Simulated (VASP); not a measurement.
# Zn (P6_3/mmc) in VASP: notebook

Zn is run at these levels: PBEsol; tasks: single point.

All numbers are computed with VASP 6.6.1; they aren't measurements. Logs are shortened: lines on timing, memory, paths and dates and some standing lists are left out, and cuts for length are marked.

## Step 1: The cell of the first run

The structure is hexagonal, space group P6_3/mmc (No. 194). The conventional cell has a = 2.585 Å, b = 2.585 Å, c = 4.947 Å, α = 90.00°, β = 90.00°, γ = 120.00°. Within 3.4 Å of Zn (site symmetry -6m2) lie 12 Zn at 2.58 to 2.89 Å.

## Step 2: Single point, PBEsol (strain -0.030 along x and y, +0.000 along z)

File INCAR:

```
  PREC = Accurate
  ENCUT = 520
  EDIFF = 1E-6
  ISMEAR = 0
  SIGMA = 0.15
  LREAL = False
  LASPH = True
  NELM = 80
  ALGO = Fast
  ISIF = 2
  LWAVE = False
  LCHARG = False
  GGA = PS
  NBANDS = 19
```

File KPOINTS:

```
Automatic mesh
0
Gamma
  24 24 10
```

File POSCAR:

```
Zn
1.0
    2.5848541116      0.0000000000      0.0000000000
   -1.2924270558      2.2385493257      0.0000000000
    0.0000000000      0.0000000000      4.9467000000
Zn
2
Direct
    0.3333333333      0.6666666667      0.2500000000
    0.6666666667      0.3333333333      0.7500000000
```

Potentials or basis: VASP PAW PBE potentials, release 64 (Zn).

Launch:

```console
$ cat potpaw_PBE.64/Zn/POTCAR > POTCAR
$ mpirun -np 1 vasp_std > vasp.out
```

OUTCAR:

```text
PREC = Accurate
   ENCUT = 520
   EDIFF = 1E-6
   ISMEAR = 0
   LREAL = False
   LASPH = True
   NELM = 80
   ISIF = 2
   GGA = PS

 ion  position               nearest neighbor table
   1  0.333  0.667  0.250-   2 2.89   2 2.89   2 2.89   2 2.89   2 2.89   2 2.89
   2  0.667  0.333  0.750-   1 2.89   1 2.89   1 2.89   1 2.89   1 2.89   1 2.89

  LATTYP: Found a hexagonal cell.
 ALAT       =     2.5848541116
 C/A-ratio  =     1.9137250253

  Lattice vectors:

 A1 = (   2.5848541116,   0.0000000000,   0.0000000000)
 A2 = (  -1.2924270558,   2.2385493257,   0.0000000000)
 A3 = (   0.0000000000,   0.0000000000,   4.9467000000)

Analysis of symmetry for initial positions (statically):
=====================================================================
 Subroutine PRICEL returns:
 Original cell was already a primitive cell.

 Routine SETGRP: Setting up the symmetry group for a
 hexagonal supercell.

 Subroutine GETGRP returns: Found 24 space group operations
 (whereof 12 operations were pure point group operations)
 out of a pool of 24 trial point group operations.

The static configuration has the point symmetry D_3d.
 The point group associated with its full space group is D_6h.

Analysis of symmetry for dynamics (positions and initial velocities):
=====================================================================
 Subroutine PRICEL returns:
 Original cell was already a primitive cell.

 Routine SETGRP: Setting up the symmetry group for a
 hexagonal supercell.

 Subroutine GETGRP returns: Found 24 space group operations
 (whereof 12 operations were pure point group operations)
 out of a pool of 24 trial point group operations.

The dynamic configuration has the point symmetry D_3d.
 The point group associated with its full space group is D_6h.

 Subroutine INISYM returns: Found 24 space group operations
 (whereof 12 operations are pure point group operations),
 and found     1 'primitive' translations

----------------------------------------------------------------------------------------

                                     Primitive cell

  volume of cell :      28.6232

  direct lattice vectors                    reciprocal lattice vectors
     2.584854112  0.000000000  0.000000000     0.386869029  0.223358938  0.000000000
    -1.292427056  2.238549326  0.000000000     0.000000000  0.446717876  0.000000000
     0.000000000  0.000000000  4.946700000     0.000000000  0.000000000  0.202154972

  length of vectors
     2.584854112  2.584854112  4.946700000     0.446717876  0.446717876  0.202154972

  position of ions in fractional coordinates (direct lattice)
     0.333333333  0.666666667  0.250000000
     0.666666667  0.333333333  0.750000000

  ion indices of the primitive-cell ions
   primitive index   ion index
                 1           1
                 2           2

----------------------------------------------------------------------------------------

 KPOINTS: Automatic mesh

Automatic generation of k-mesh.
 Grid dimensions read from file:
 generate k-points for:   24   24   10

 Generating k-lattice:

  Cartesian coordinates                     Fractional coordinates (reciprocal lattice)
     0.016119543  0.009306622  0.000000000     0.041666667  0.000000000  0.000000000
     0.000000000  0.018613245  0.000000000     0.000000000  0.041666667  0.000000000
     0.000000000  0.000000000  0.020215497     0.000000000  0.000000000  0.100000000

  Length of vectors
     0.018613245  0.018613245  0.020215497

  Shift w.r.t. Gamma in fractional coordinates (k-lattice)
     0.000000000  0.000000000  0.000000000

 Subroutine IBZKPT returns following result:
 ===========================================

 Found    366 irreducible k-points:

 Following reciprocal coordinates:
            Coordinates               Weight
  0.000000  0.000000  0.000000      1.000000
  0.041667 -0.000000  0.000000      6.000000
  0.083333  0.000000  0.000000      6.000000
  0.125000  0.000000  0.000000      6.000000
  0.166667  0.000000  0.000000      6.000000
  0.208333 -0.000000  0.000000      6.000000
[... 16 lines left out ...]
  0.416667  0.041667  0.000000     12.000000
  0.458333  0.041667  0.000000     12.000000
 [... further k-points ...]
   k-points           NKPTS =    366   k-points in BZ     NKDIM =    366   number of bands    NBANDS=     19
   number of dos      NEDOS =    301   number of ions     NIONS =      2
   total plane-waves  NPLWV =  16000
   dimension x,y,z NGX =    20 NGY =   20 NGZ =   40
   dimension x,y,z NGXF=    40 NGYF=   40 NGZF=   80
   ions per type =               2
   NGX,Y,Z   is equivalent  to a cutoff of  12.86, 12.86, 13.44 a.u.
   NGXF,Y,Z  is equivalent  to a cutoff of  25.73, 25.73, 26.89 a.u.
 SYSTEM =  unknown system
   PREC   = accura    normal or accurate (medium, high low for compatibility)
   ISTART =      0    job   : 0-new  1-cont  2-samecut
   ICHARG =      2    charge: 1-file 2-atom 10-const
   ISPIN  =      1    spin polarized calculation?
   LNONCOLLINEAR =      F non collinear calculations
   LSORBIT =      F    spin-orbit coupling
   LASPH  =      T    aspherical Exc in radial PAW
   ENCUT  =  520.0 eV  38.22 Ry    6.18 a.u.   4.81  4.81  9.20*2*pi/ulx,y,z
   NELM   =     80;   NELMIN=  2; NELMDL= -5     # of ELM steps
   EDIFF  = 0.1E-05   stopping-criterion for ELM
   LREAL  =      F    real-space projection
   EDIFFG = 0.1E-04   stopping-criterion for IOM
   NSW    =      0    number of steps for IOM
   IBRION =     -1    ionic relax: 0-MD 1-quasi-New 2-CG
   NFREE  =      0    steps in history (QN), initial steepest desc. (CG)
   ISIF   =      2    stress and relaxation
   ISYM   =      2    0-nonsym 1-usesym 2-fastsym
   POTIM  = 0.5000    time-step for ionic-motion
   TEBEG  =    0.0;   TEEND  =   0.0 temperature during run
   PSTRESS=    0.0 pullay stress
   NELECT =      24.0000    total number of electrons
   NUPDOWN=      -1.0000    fix difference up-down
   EMIN   =  10.00;   EMAX   =-10.00  energy-range for DOS
   EFERMI =   0.00;   METHOD = LEGACY
   ISMEAR =     0;   SIGMA  =   0.15  broadening in eV -4-tet -1-fermi 0-gaus
   EFERMI_NEDOS =   21; number of points for ismear=-14 and -15
   IALGO  =     68    algorithm
   IMIX   =      4    mixing-type and parameters
     AMIX     =   0.40;   BMIX     =  1.00
     AMIX_MAG =   1.60;   BMIX_MAG =  1.00
  volume/ion in A,a.u.               =      14.31        96.58
  Fermi-wavevector in a.u.,A,eV,Ry     =   1.543734  2.917234 32.424246  2.383115
  Thomas-Fermi vector in A             =   2.649355
   LORBIT       =      0    0 simple, 1 ext, 2 COOP (PROOUT), +10 PAW based schemes
   GGA     = PS    functional components
   LHFCALC =     F    Hartree Fock is set to
   AEXX    =    0.0000 exact exchange contribution
   IVDW    =     0    specifies the selected vdW correction
   LEPSILON=     F    determine dielectric tensor
   LRPA    =     F    only Hartree local field effects (RPA)
 non-spin polarized calculation
 RMM-DIIS sequential band-by-band and
 Gauss-broadening in eV      SIGMA  =   0.15
  energy-cutoff  :      520.00
  volume of cell :       28.62
 maximum number of plane-waves:       787
 NGX is ok and might be reduce to    20
   NGX =  9   NGY =  9   NGZ = 19

 number of electron      24.0000011 magnetization

 Free energy of the ion-electron system (eV)
  ---------------------------------------------------
  ext. energy  EPLUGINS =         0.00000000
  ---------------------------------------------------
  free energy    TOTEN  =        -3.17140851 eV

  energy without entropy =       -3.16787732  energy(sigma->0) =       -3.16964292

 E-fermi :   3.2708     XC(G=0): -12.0164

 val. band max:        3.2508101011   @ k =   0.3750   0.0417   0.0000
 cond. band min:       3.2879066279   @ k =   0.2917   0.2917   0.4000
 fundamental gap:      0.0370965268
 Fermi energy:         3.2708362385

 k-point     1 :       0.0000    0.0000    0.0000
  band No.  band energies     occupation
      1      -7.5413      2.00000
      2      -5.5806      2.00000
      3      -4.7555      2.00000
      4      -4.4568      2.00000
      5      -4.4568      2.00000
      6      -4.4078      2.00000
[... 11 lines left out ...]
     18      23.5411      0.00000
     19      23.8401      0.00000

 k-point     2 :       0.0417   -0.0000    0.0000
  band No.  band energies     occupation
      1      -7.4862      2.00000
      2      -5.5530      2.00000
      3      -4.7482      2.00000
      4      -4.4640      2.00000
      5      -4.4426      2.00000
      6      -4.4150      2.00000
[... 11 lines left out ...]
     18      22.8123      0.00000
     19      24.5117      0.00000

 k-point     3 :       0.0833    0.0000    0.0000
  band No.  band energies     occupation
      1      -7.3217      2.00000
      2      -5.4740      2.00000
      3      -4.7280      2.00000
      4      -4.4831      2.00000
      5      -4.4340      2.00000
      6      -4.4007      2.00000
[... 11 lines left out ...]
     18      22.1842      0.00000
     19      24.5030      0.00000

 k-point     4 :       0.1250    0.0000    0.0000
  band No.  band energies     occupation
      1      -7.0519      2.00000
      2      -5.3558      2.00000
      3      -4.7020      2.00000
      4      -4.5088      2.00000
      5      -4.4519      2.00000
      6      -4.3334      2.00000
[... 11 lines left out ...]
     18      21.4467      0.00000
     19      23.1386      0.00000

 k-point     5 :       0.1667    0.0000    0.0000
  band No.  band energies     occupation
      1      -6.6857      2.00000
      2      -5.2231      2.00000
      3      -4.6798      2.00000
      4      -4.5383      2.00000
      5      -4.4366      2.00000
      6      -4.3037      2.00000
[... 11 lines left out ...]
     18      20.5953      0.00000
     19      21.3395      0.00000

 k-point     6 :       0.2083   -0.0000    0.0000
  band No.  band energies     occupation
      1      -6.2451      2.00000
      2      -5.1179      2.00000
      3      -4.6509      2.00000
      4      -4.5572      2.00000
      5      -4.4630      2.00000
      6      -4.3604      2.00000
[... 11 lines left out ...]
     18      19.7159      0.00000
     19      20.1683      0.00000

 k-point     7 :       0.2500    0.0000    0.0000
  band No.  band energies     occupation
      1      -5.7876      2.00000
      2      -5.0812      2.00000
      3      -4.6091      2.00000
      4      -4.6026      2.00000
      5      -4.5106      2.00000
      6      -4.2329      2.00000
[... 11 lines left out ...]
     18      19.3071      0.00000
     19      19.8060      0.00000

 k-point     8 :       0.2917    0.0000    0.0000
  band No.  band energies     occupation
      1      -5.4409      2.00000
      2      -5.1023      2.00000
      3      -4.7351      2.00000
      4      -4.5375      2.00000
      5      -4.3674      2.00000
      6      -4.3036      2.00000
[... 256 lines left out ...]
 k-point    20 :       0.2917    0.0417    0.0000
  band No.  band energies     occupation
      1      -5.3151      2.00000
      2      -5.1051      2.00000
      3      -4.7891      2.00000
      4      -4.4935      2.00000
      5      -4.3445      2.00000
      6      -4.3135      2.00000
[... 11 lines left out ...]
     18      20.0875      0.00000
     19      20.2926      0.00000

 k-point    21 :       0.3333    0.0417    0.0000
  band No.  band energies     occupation
      1      -5.2513      2.00000
      2      -5.1470      2.00000
      3      -4.8783      2.00000
      4      -4.4125      2.00000
      5      -4.4016      2.00000
      6      -4.2014      2.00000
[... 11 lines left out ...]
     18      19.8023      0.00000
     19      19.9577      0.00000

 k-point    22 :       0.3750    0.0417    0.0000
  band No.  band energies     occupation
      1      -5.2615      2.00000
      2      -5.1800      2.00000
      3      -4.9444      2.00000
      4      -4.4485      2.00000
      5      -4.3462      2.00000
      6      -4.2258      2.00000
[... 11 lines left out ...]
     18      19.5100      0.00000
     19      19.6508      0.00000

 k-point    23 :       0.4167    0.0417    0.0000
  band No.  band energies     occupation
      1      -5.2854      2.00000
      2      -5.2037      2.00000
      3      -4.9879      2.00000
      4      -4.4817      2.00000
      5      -4.2996      2.00000
      6      -4.2428      2.00000
[... 11 lines left out ...]
     18      19.2542      0.00000
     19      19.4982      0.00000

 k-point    24 :       0.4583    0.0417    0.0000
  band No.  band energies     occupation
      1      -5.3007      2.00000
      2      -5.2166      2.00000
      3      -5.0094      2.00000
      4      -4.4989      2.00000
      5      -4.2756      2.00000
      6      -4.2515      2.00000
[... 11 lines left out ...]
     18      19.1200      0.00000
     19      19.4260      0.00000

 [... further k-points ...]

------------------------ aborting loop because EDIFF is reached ----------------------------------------

  FORCE on cell =-STRESS in cart. coord.  units (eV):
  Direction    XX          YY          ZZ          XY          YZ          ZX
  --------------------------------------------------------------------------------------
  -------------------------------------------------------------------------------------
  Total        0.2791776      0.2791776     -0.0216903      0.0000000      0.0000000      0.0000000
  in kB       15.6269022     15.6269022     -1.2141120      0.0000000      0.0000000      0.0000000
  external PRESSURE =      10.0132308 kB  Pullay stress =       0.0000000 kB

 VOLUME and BASIS-vectors are now :
 -----------------------------------------------------------------------------
  energy-cutoff  :      520.00
  volume of cell :       28.62
      direct lattice vectors                 reciprocal lattice vectors
     2.584854112  0.000000000  0.000000000     0.386869029  0.223358938  0.000000000
    -1.292427056  2.238549326  0.000000000     0.000000000  0.446717876  0.000000000
     0.000000000  0.000000000  4.946700000     0.000000000  0.000000000  0.202154972

 POSITION                                       TOTAL-FORCE (eV/Angst)
 -----------------------------------------------------------------------------------
     -0.00000      1.49237      1.23667         0.000000      0.000000      0.000000
      1.29243      0.74618      3.71002        -0.000000     -0.000000      0.000000
 -----------------------------------------------------------------------------------
    total drift:                                0.000000     -0.000000      0.000000

  FREE ENERGIE OF THE ION-ELECTRON SYSTEM (eV)
  ---------------------------------------------------
  free  energy   TOTEN  =        -3.1714085119 eV

  energy  without entropy=       -3.1678773203  energy(sigma->0) =       -3.16964292
```

Wall time 2 min (1 thread of Intel Xeon Platinum 8488C (Sapphire Rapids), shared host); peak memory 0.26 GiB.

What came out:

| Item | Value |
| --- | --- |
| Free energy | -3.1714 eV |
| Pressure | 1.0 GPa |
| Band gap on the k mesh | zero (bands 12 and 13 overlap by 4.88 eV) |

Caveat: the cell differs from its parent crystal (strain -0.030 along x and y, +0.000 along z); the PAW data sets were made with another functional, which shifts forces and pressure a little.

## Step 3: Single point, PBEsol (strain -0.015 along x and y, -0.030 along z)

File INCAR:

```
  ALGO = Fast
  EDIFF = 1E-6
  ENCUT = 520
  GGA = PS
  ISIF = 2
  ISMEAR = 0
  LASPH = T
  LCHARG = T
  LELF = T
  LREAL = F
  LVHAR = T
  LWAVE = F
  NBANDS = 19
  NELM = 80
  PREC = Accurate
  SIGMA = 0.15
```

File KPOINTS:

```
k-points
0
Gamma
  24 24 10
```

File POSCAR:

```
Zn
1.0
    2.6248260824      0.0000000000      0.0000000000
   -1.3124130412      2.2731660679      0.0000000000
    0.0000000000      0.0000000000      4.7982990000
Zn
2
Direct
    0.3333333333      0.6666666667      0.2500000000
    0.6666666667      0.3333333333      0.7500000000
```

Potentials or basis: VASP PAW PBE potentials, release 64 (Zn).

Launch:

```console
$ cat potpaw_PBE.64/Zn/POTCAR > POTCAR
$ mpirun -np 1 vasp_std > vasp.out
```

It took 1.8 min on 1 thread of Intel Xeon Platinum 8488C (Sapphire Rapids), shared host; peak memory 0.26 GiB.

Results (log left out):

- Free energy: -3.1699 eV
- Pressure: -0.2 GPa
- Band gap on the k mesh: zero (bands 12 and 13 overlap by 4.25 eV)

Stress tensor (GPa, compression positive):
```
-0.71  0.00  0.00
 0.00 -0.71  0.00
 0.00  0.00  0.82
```

Levels at points of the mesh, in eV from the Fermi level:
```tsv
k point	band 8	band 9	band 10	band 11	band 12	band 13	band 14	band 15	band 16	band 17
(0.00, 0.00, 0.00)	-7.46	-7.46	-7.21	-7.21	-3.94	-2.86	14.65	17.82	17.82	18.23
(0.50, 0.00, 0.00)	-7.21	-7.03	-7.00	-3.15	-2.34	2.81	3.53	4.49	5.82	10.21
(0.00, 0.00, 0.50)	-7.86	-7.31	-7.31	-7.31	-7.31	5.03	5.03	19.23	19.23	19.23
(0.50, 0.00, 0.50)	-7.23	-7.02	-7.02	-2.15	-2.15	0.14	0.14	10.68	10.68	12.18
```

Caveat: the cell differs from its parent crystal (strain -0.015 along x and y, -0.030 along z); the PAW data sets were made with another functional, which shifts forces and pressure a little.
